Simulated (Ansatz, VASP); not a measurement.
**Two plane-wave programs on NaCl**

File INCAR:

```
SYSTEM = NaCl
ALGO     = Normal         ! electronic algorithm
EDIFF    = 1E-7           ! SCF threshold, eV
ENCUT    = 520            ! plane-wave cutoff, eV
GGA      = PS             ! functional
ISIF     = 2              ! what is computed and relaxed
ISMEAR   = 0              ! smearing method
LASPH    = .True.         ! aspherical terms in the spheres
LCHARG   = .False.        ! write CHGCAR
LREAL    = .False.        ! projectors in reciprocal space
LWAVE    = .False.        ! write WAVECAR
NBANDS   = 14             ! bands
NELM     = 100            ! most SCF steps
PREC     = Accurate       ! precision mode
SIGMA    = 0.05           ! smearing width, eV
```

File KPOINTS:

```
k-points
0
Gamma
  8 8 8
  0 0 0
```

File POSCAR:

```
NaCl
1.0
    0.0000000000      2.8317500000      2.6052100000
    2.8317500000      0.0000000000      2.6052100000
    2.8317500000      2.8317500000      0.0000000000
Na Cl
1 1
Direct
    0.0000000000      0.0000000000      0.0000000000
    0.5000000000      0.5000000000      0.5000000000
```

Input for Ansatz:

```yaml
crystal:
  lattice:
    - [0.0, 2.83175, 2.60521]
    - [2.83175, 0.0, 2.60521]
    - [2.83175, 2.83175, 0.0]
  atoms:
    - { symbol: Na, position: [0.0, 0.0, 0.0] }
    - { symbol: Cl, position: [0.5, 0.5, 0.5] }
basis:
  ecutwfc: 420
kpoints:
  mp_grid: { grid: [8, 8, 8] }
hamiltonian:
  xc: pbesol
scf:
  occupations: { method: gaussian, width: 0.05 }
output:
  forces: true
  stress: true
  eigenvalues: true
```

Change from the starting cell: strain +0.000 along x and y, -0.080 along z, atoms carried along.

Alike in both runs: task single point; functional PBEsol; k mesh 8 × 8 × 8; occupations gaussian, width 0.05 eV; no spin polarisation.

|  | VASP | Ansatz |
| --- | --- | --- |
| version | VASP 6.6.1 | Ansatz 0.2.0 |
| potentials or method | VASP PAW PBE potentials, release 64 (Na_pv, Cl), cutoff 520 eV | scalar-relativistic, plane waves, PAW |
| valence electrons in the cell | 14 | 16 |

```tsv
	VASP	Ansatz	Ansatz less VASP
gap on the k mesh at the Fermi level (eV)	5.18	5.18	+0.003
least direct gap on the mesh (eV)	5.18	5.18	+0.003
pressure (GPa)	2.1	2.1	-0.04
traceless stress, the component that is largest in VASP (GPa)	3.80	3.73	-0.069
```

VASP's potentials were made for PBE, not for PBEsol. VASP's potentials hold 14 valence electrons a cell and Ansatz's 16, so a difference there can come from the potentials and not from the codes.
